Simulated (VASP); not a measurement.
# CdH2O2 (P-3m1) in VASP: a series of runs

Runs on CdH2O2. Level: PBEsol. Tasks: single point.

Everything below comes from runs of VASP 6.6.1. Logs are shortened: lines on timing, memory, paths and dates and some standing lists are left out, and cuts for length are marked.

**1. The cell of the first run**

Symmetry: P-3m1, No. 164, trigonal system. The conventional cell has a = 3.492 Å, b = 3.492 Å, c = 4.612 Å, α = 90.00°, β = 90.00°, γ = 120.00°. Cd (site symmetry -3m) has 6 O at 2.30 Å and 6 H at 2.89 Å within 3.0 Å. Within 1.3 Å of H (site symmetry 3m) lie 1 O at 0.96 Å. O (site symmetry 3m) has 1 H at 0.96 Å within 1.3 Å.

**2. Single point, PBEsol**

Contents of INCAR:

```
PREC     = Accurate       # precision mode
ENCUT    = 700            # plane-wave cutoff, eV
EDIFF    = 1E-6           # SCF threshold, eV
ISMEAR   = 0              # smearing method
SIGMA    = 0.01           # smearing width, eV
LREAL    = False          # projectors in reciprocal space
LASPH    = True           # aspherical terms in the spheres
NELM     = 120            # most SCF steps
ALGO     = Normal         # electronic algorithm
ISIF     = 2              # what is computed and relaxed
LWAVE    = False          # write WAVECAR
LCHARG   = False          # write CHGCAR
GGA      = PS             # functional
NBANDS   = 25             # bands
GGA_COMPAT= False
```

Contents of KPOINTS:

```
Automatic mesh
0
Gamma
  6 6 4
```

Contents of POSCAR:

```
CdH2O2
1.0
    3.4919351280      0.0000000000      0.0000000000
   -1.7459625976      3.0240962971      0.0000000000
    0.0000000000      0.0000000000      4.6118181215
Cd H O
1 2 2
Direct
    0.0000000000      0.0000000000      0.0000000000
    0.6666666667      0.3333333333      0.5509600000
    0.3333333333      0.6666666667      0.4490400000
    0.6666666667      0.3333333333      0.7593700000
    0.3333333333      0.6666666667      0.2406300000
```

Potentials or basis: VASP PAW PBE potentials, release 64 (Cd_sv_GW, H, O).

On the command line:

```sh
> cat potpaw_PBE.64/Cd_sv_GW/POTCAR potpaw_PBE.64/H/POTCAR potpaw_PBE.64/O/POTCAR > POTCAR
> mpirun -np 1 vasp_std > vasp.out
```

OUTCAR:

```text
PREC = Accurate
   ENCUT = 700
   EDIFF = 1E-6
   ISMEAR = 0
   LREAL = False
   LASPH = True
   NELM = 120
   ISIF = 2
   GGA = PS

 ion  position               nearest neighbor table
   1  0.000  0.000  0.000-   5 2.30   4 2.30   5 2.30   4 2.30   4 2.30   5 2.30
   2  0.667  0.333  0.551-   4 0.96
   3  0.333  0.667  0.449-   5 0.96
   4  0.667  0.333  0.759-   2 0.96   1 2.30   1 2.30   1 2.30
   5  0.333  0.667  0.241-   3 0.96   1 2.30   1 2.30   1 2.30

  LATTYP: Found a hexagonal cell.
 ALAT       =     3.4919351280
 C/A-ratio  =     1.3207055551

  Lattice vectors:

 A1 = (   3.4919351280,   0.0000000000,   0.0000000000)
 A2 = (  -1.7459625976,   3.0240962971,   0.0000000000)
 A3 = (   0.0000000000,   0.0000000000,   4.6118181215)

Analysis of symmetry for initial positions (statically):
=====================================================================
 Subroutine PRICEL returns:
 Original cell was already a primitive cell.

 Routine SETGRP: Setting up the symmetry group for a
 hexagonal supercell.

 Subroutine GETGRP returns: Found 12 space group operations
 (whereof 12 operations were pure point group operations)
 out of a pool of 24 trial point group operations.

The static configuration has the point symmetry D_3d.

Analysis of symmetry for dynamics (positions and initial velocities):
=====================================================================
 Subroutine PRICEL returns:
 Original cell was already a primitive cell.

 Routine SETGRP: Setting up the symmetry group for a
 hexagonal supercell.

 Subroutine GETGRP returns: Found 12 space group operations
 (whereof 12 operations were pure point group operations)
 out of a pool of 24 trial point group operations.

The dynamic configuration has the point symmetry D_3d.

 Subroutine INISYM returns: Found 12 space group operations
 (whereof 12 operations are pure point group operations),
 and found     1 'primitive' translations

----------------------------------------------------------------------------------------

                                     Primitive cell

  volume of cell :      48.7006

  direct lattice vectors                    reciprocal lattice vectors
     3.491935128  0.000000000  0.000000000     0.286374163  0.165338180  0.000000000
[... 89 lines left out ...]
   ENCUT  =  700.0 eV  51.45 Ry    7.17 a.u.   7.53  7.53  9.95*2*pi/ulx,y,z
   NELM   =    120;   NELMIN=  2; NELMDL= -5     # of ELM steps
   EDIFF  = 0.1E-05   stopping-criterion for ELM
   LREAL  =      F    real-space projection
   EDIFFG = 0.1E-04   stopping-criterion for IOM
   NSW    =      0    number of steps for IOM
   IBRION =     -1    ionic relax: 0-MD 1-quasi-New 2-CG
   NFREE  =      0    steps in history (QN), initial steepest desc. (CG)
   ISIF   =      2    stress and relaxation
   ISYM   =      2    0-nonsym 1-usesym 2-fastsym
   POTIM  = 0.5000    time-step for ionic-motion
   TEBEG  =    0.0;   TEEND  =   0.0 temperature during run
   PSTRESS=    0.0 pullay stress
   NELECT =      34.0000    total number of electrons
   NUPDOWN=      -1.0000    fix difference up-down
   EMIN   =  10.00;   EMAX   =-10.00  energy-range for DOS
   EFERMI =   0.00;   METHOD = LEGACY
   ISMEAR =     0;   SIGMA  =   0.01  broadening in eV -4-tet -1-fermi 0-gaus
   EFERMI_NEDOS =   21; number of points for ismear=-14 and -15
   IALGO  =     38    algorithm
   IMIX   =      4    mixing-type and parameters
     AMIX     =   0.40;   BMIX     =  1.00
     AMIX_MAG =   1.60;   BMIX_MAG =  1.00
  volume/ion in A,a.u.               =       9.74        65.73
  Fermi-wavevector in a.u.,A,eV,Ry     =   1.452300  2.744450 28.697092  2.109177
  Thomas-Fermi vector in A             =   2.569698
   LORBIT       =      0    0 simple, 1 ext, 2 COOP (PROOUT), +10 PAW based schemes
   GGA     = PS    functional components
   LHFCALC =     F    Hartree Fock is set to
   AEXX    =    0.0000 exact exchange contribution
   IVDW    =     0    specifies the selected vdW correction
   LEPSILON=     F    determine dielectric tensor
   LRPA    =     F    only Hartree local field effects (RPA)
 non-spin polarized calculation
 Gauss-broadening in eV      SIGMA  =   0.01
  energy-cutoff  :      700.00
  volume of cell :       48.70
 maximum number of plane-waves:      2064
   NGX = 15   NGY = 15   NGZ = 19

 number of electron      34.0000002 magnetization

 Free energy of the ion-electron system (eV)
  ---------------------------------------------------
  ext. energy  EPLUGINS =         0.00000000
  ---------------------------------------------------
  free energy    TOTEN  =       -23.59294542 eV

  energy without entropy =      -23.59294542  energy(sigma->0) =      -23.59294542

 E-fermi :   1.8066     XC(G=0): -10.4396

 val. band max:        1.6062116968   @ k =   0.5000  -0.0000   0.0000
 cond. band min:       3.2750494357   @ k =   0.0000   0.0000   0.0000
 fundamental gap:      1.6688377389
 Fermi energy:         1.8065967751

 k-point     1 :       0.0000    0.0000    0.0000
  band No.  band energies     occupation
      1     -97.9547      2.00000
      2     -59.1106      2.00000
      3     -59.0566      2.00000
      4     -59.0565      2.00000
      5     -17.0451      2.00000
      6     -15.9734      2.00000
[... 661 lines left out ...]
     24      18.1278      0.00000
     25      18.6532      0.00000

------------------------ aborting loop because EDIFF is reached ----------------------------------------

  FORCE on cell =-STRESS in cart. coord.  units (eV):
  Direction    XX          YY          ZZ          XY          YZ          ZX
  --------------------------------------------------------------------------------------
  -------------------------------------------------------------------------------------
  Total        0.0185579      0.0185578      1.6239188      0.0000000      0.0000000      0.0000000
  in kB        0.6105283      0.6105250     53.4245583      0.0000010      0.0000000      0.0000000
  external PRESSURE =      18.2152039 kB  Pullay stress =       0.0000000 kB

 VOLUME and BASIS-vectors are now :
 -----------------------------------------------------------------------------
  energy-cutoff  :      700.00
  volume of cell :       48.70
      direct lattice vectors                 reciprocal lattice vectors
     3.491935128  0.000000000  0.000000000     0.286374163  0.165338180  0.000000000
    -1.745962598  3.024096297  0.000000000     0.000000000  0.330677301  0.000000000
     0.000000000  0.000000000  4.611818121     0.000000000  0.000000000  0.216834223

 POSITION                                       TOTAL-FORCE (eV/Angst)
 -----------------------------------------------------------------------------------
      0.00000      0.00000      0.00000         0.000000      0.000000      0.000000
      1.74597      1.00803      2.54093         0.000000      0.000000     -0.946224
      0.00000      2.01606      2.07089        -0.000000      0.000000      0.946224
      1.74597      1.00803      3.50208         0.000000     -0.000000      0.971122
      0.00000      2.01606      1.10974        -0.000000      0.000000     -0.971122
 -----------------------------------------------------------------------------------
    total drift:                               -0.000000      0.000000     -0.000000

  FREE ENERGIE OF THE ION-ELECTRON SYSTEM (eV)
  ---------------------------------------------------
  free  energy   TOTEN  =       -23.5929454174 eV

  energy  without entropy=      -23.5929454174  energy(sigma->0) =      -23.59294542
```

stdout:

```text
POSCAR found type information on POSCAR CdH O
 POSCAR found :  3 types and       5 ions
 scaLAPACK will be used
 -----------------------------------------------------------------------------
|                                                                             |
|                                                                             |
|     You enforced a specific xc type in the INCAR file but a different       |
|     I HOPE YOU KNOW WHAT YOU ARE DOING!                                     |
|                                                                             |
 -----------------------------------------------------------------------------

 LDA part: xc-table for (Slater+PW92), standard interpolation
 POSCAR, INCAR and KPOINTS ok, starting setup
 FFT: planning ... GRIDC
 FFT: planning ... GRID_SOFT
 FFT: planning ... GRID
 WAVECAR not read
 entering main loop
```

It took 23 s on 1 thread of Intel Xeon 6975P-C (Granite Rapids), shared host; peak memory 0.22 GiB.

Results:

```
Free energy            : -23.5929 eV
Pressure               : 1.8 GPa
Largest force          : 0.971 eV/Å
Band gap on the k mesh : 1.67 eV (least direct gap 2.02 eV)
```

Forces on the atoms (eV/Å):
```
Cd   0.000  0.000  0.000
H    0.000  0.000 -0.946
H    0.000  0.000  0.946
O    0.000  0.000  0.971
O    0.000  0.000 -0.971
```

Caveat: the stress differs along the axes, from 0 to 5 GPa; the PAW data sets were made with another functional, which shifts forces and pressure a little. A k mesh can miss the band edges.

**3. Single point, PBEsol**

This run uses another cell than the first one, of 10.04 Å³/atom.

Contents of INCAR:

```
ALGO = Normal
EDIFF = 1E-6
ENCUT = 700
GGA = PS
GGA_COMPAT = F
ISIF = 2
ISMEAR = 0
LASPH = T
LCHARG = F
LREAL = F
LWAVE = F
NBANDS = 25
NELM = 120
PREC = Accurate
SIGMA = 0.01
```

Contents of KPOINTS:

```
k-points
0
Gamma
  6 6 4
```

POSCAR: that of step 2 with these lines changed.

```diff
@@ -2,5 +2,5 @@
 1.0
-    3.4919351280      0.0000000000      0.0000000000
-   -1.7459625976      3.0240962971      0.0000000000
-    0.0000000000      0.0000000000      4.6118181215
+    3.5272095875      0.0000000000      0.0000000000
+   -1.7635997771      3.0546447919      0.0000000000
+    0.0000000000      0.0000000000      4.6584052960
 Cd H O
```

Potentials or basis: VASP PAW PBE potentials, release 64 (Cd_sv_GW, H, O).

On the command line:

```sh
> cat potpaw_PBE.64/Cd_sv_GW/POTCAR potpaw_PBE.64/H/POTCAR potpaw_PBE.64/O/POTCAR > POTCAR
> mpirun -np 1 vasp_std > vasp.out
```

Run time: 25 s. Hardware: 1 thread of Intel Xeon 6975P-C (Granite Rapids), shared host; peak memory 0.22 GiB.

The run converged. Its results:

```
Free energy            : -23.5962 eV
Pressure               : -1.7 GPa
Largest force          : 0.676 eV/Å
Band gap on the k mesh : 1.59 eV (least direct gap 1.93 eV)
```

Forces in eV/Å, atoms in the order of the input:
```
Cd   0.000  0.000  0.000
H    0.000  0.000 -0.455
H    0.000  0.000  0.455
O    0.000  0.000  0.676
O    0.000  0.000 -0.676
```

Stress tensor (GPa, compression positive):
```
-2.65  0.00  0.00
 0.00 -2.65  0.00
 0.00  0.00  0.30
```

Levels at points of the mesh, in eV from the valence-band top:
```csv
k point,band 13,band 14,band 15,band 16,band 17,band 18,band 19,band 20,band 21,band 22
"(0.00, 0.00, 0.00)",-4.17,-1.04,-1.04,-0.35,-0.35,1.59,6.11,9.91,12.72,12.73
"(0.50, 0.00, 0.00)",-3.58,-2.95,-2.43,-2.18,0.00,6.34,6.41,8.76,10.37,11.03
"(0.00, 0.00, 0.50)",-4.89,-1.28,-1.28,-0.07,-0.07,4.23,4.27,10.96,11.16,12.69
"(0.50, 0.00, 0.50)",-4.06,-2.36,-2.04,-1.73,-0.48,5.90,6.90,8.97,9.25,10.30
```

Caveat: the PAW data sets were made with another functional, which shifts forces and pressure a little. A k mesh can miss the band edges.

**4. Single point, PBEsol**

This run uses another cell than the first one, of 10.63 Å³/atom.

Contents of INCAR:

```
ALGO = Normal ; EDIFF = 1E-6
ENCUT = 700 ; GGA = PS
GGA_COMPAT = F ; ISIF = 2
ISMEAR = 0 ; LASPH = T
LCHARG = F ; LREAL = F
LWAVE = F ; NBANDS = 25
NELM = 120 ; PREC = Accurate
SIGMA = 0.01
```

KPOINTS is that of step 3.

POSCAR: that of step 3 with these lines changed.

```diff
@@ -2,5 +2,5 @@
 1.0
-    3.5272095875      0.0000000000      0.0000000000
-   -1.7635997771      3.0546447919      0.0000000000
-    0.0000000000      0.0000000000      4.6584052960
+    3.5957161519      0.0000000000      0.0000000000
+   -1.7978529619      3.1139730555      0.0000000000
+    0.0000000000      0.0000000000      4.7488822962
 Cd H O
```

On the command line:

```sh
> cat potpaw_PBE.64/Cd_sv_GW/POTCAR potpaw_PBE.64/H/POTCAR potpaw_PBE.64/O/POTCAR > POTCAR
> mpirun -np 1 vasp_std > vasp.out
```

It took 42 s on 1 thread of AMD EPYC 7R13 (Zen 3), shared host; peak memory 0.21 GiB.

The run converged. Its results:

```yaml
Free_energy: -23.5167 eV
Pressure: -7.2 GPa
Largest_force: 0.408 eV/Å
Band_gap_on_the_k_mesh: 1.43 eV (least direct gap 1.77 eV)
```

Forces in eV/Å, atoms in the order of the input:
```
Cd   0.000  0.000  0.000
H    0.000  0.000  0.408
H    0.000  0.000 -0.408
O    0.000  0.000  0.138
O    0.000  0.000 -0.138
```

Stress tensor (GPa, compression positive):
```
-6.82  0.00  0.00
 0.00 -6.82  0.00
 0.00  0.00 -7.85
```

Levels at points of the mesh, in eV from the valence-band top:
| k point | band 13 | band 14 | band 15 | band 16 | band 17 | band 18 | band 19 | band 20 | band 21 | band 22 |
| --- | --- | --- | --- | --- | --- | --- | --- | --- | --- | --- |
| (0.00, 0.00, 0.00) | -3.98 | -0.89 | -0.89 | -0.34 | -0.34 | 1.43 | 6.11 | 9.48 | 12.39 | 12.39 |
| (0.50, 0.00, 0.00) | -3.49 | -2.92 | -2.18 | -1.95 | 0.00 | 6.05 | 6.16 | 8.58 | 10.21 | 10.68 |
| (0.00, 0.00, 0.50) | -4.85 | -1.11 | -1.11 | -0.08 | -0.08 | 3.89 | 4.22 | 10.68 | 10.87 | 12.35 |
| (0.50, 0.00, 0.50) | -4.04 | -2.13 | -2.00 | -1.53 | -0.45 | 5.58 | 6.80 | 8.66 | 9.00 | 10.03 |

Caveat: the cell stands under tension; the PAW data sets were made with another functional, which shifts forces and pressure a little. A k mesh can miss the band edges.

**5. The runs side by side**

```csv
cell,gap on the mesh (eV),pressure (GPa),largest force (eV/Å)
"a = 3.492, b = 3.492, c = 4.612 Å, angles 90.0, 90.0, 120.0°, 5 atoms",1.67,1.8,0.97
"a = 3.527, b = 3.527, c = 4.658 Å, angles 90.0, 90.0, 120.0°, 5 atoms",1.59,-1.7,0.68
"a = 3.596, b = 3.596, c = 4.749 Å, angles 90.0, 90.0, 120.0°, 5 atoms",1.43,-7.2,0.41
```

Alike in all rows: task single point; level PBEsol; potentials or basis VASP PAW PBE potentials, release 64 (Cd_sv_GW, H, O); no spin polarisation; k mesh 6 × 6 × 4; cutoff (eV) 700; smearing gaussian 0.01 eV.

Caveats: the PAW data sets were made with another functional, which shifts forces and pressure a little; the stress differs along the axes, from 0 to 5 GPa (at least some runs); the cell stands under tension (at least some runs).

Total energies depend on the potentials used, so only differences within one code and one set of settings carry meaning.
